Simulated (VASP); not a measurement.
A run of VASP 6.6.1:

INCAR

```
PREC = Accurate
ENCUT = 520
EDIFF = 1E-7
ISMEAR = 0
SIGMA = 0.1
LREAL = F
LASPH = T
NELM = 150
ALGO = Normal
ISIF = 2
LWAVE = F
LCHARG = T
ISPIN = 2
MAGMOM = 1 0 0 0
LORBIT = 11
LMAXMIX = 4
GGA = PE
LELF = T
LVHAR = T
NBANDS = 34
```

Contents of KPOINTS:

```
regular mesh
0
Gamma
  4 4 4
```

POSCAR

```
ZrTl2F
1.0
   -3.0014309927      3.0014309927      2.7547486952
    3.0014309927     -3.0014309927      2.7547486952
    3.0014309927      3.0014309927     -2.7547486952
Zr Tl F
1 2 1
Direct
    0.5000000000      0.5000000000      0.0000000000
    0.5000000000      0.0000000000      0.5000000000
    0.0000000000      0.5000000000      0.5000000000
    0.0000000000      0.0000000000      0.0000000000
```

Potentials or basis: VASP PAW PBE potentials, release 64 (Zr_sv, Tl_d, F).

Run with:

```bash
$ cat potpaw_PBE.64/Zr_sv/POTCAR potpaw_PBE.64/Tl_d/POTCAR potpaw_PBE.64/F/POTCAR > POTCAR
$ mpirun -np 1 vasp_std > vasp.out
```

Hardware: 1 thread of Intel(R) Xeon(R) Platinum 8488C (Sapphire Rapids), on a shared host.

Q: Estimate the wall time of this run.

A: Run time: 94 s on 1 thread of Intel(R) Xeon(R) Platinum 8488C (Sapphire Rapids), on a shared host, peak memory 0.32 GiB. Counts: scf iterations 19, k points 13.
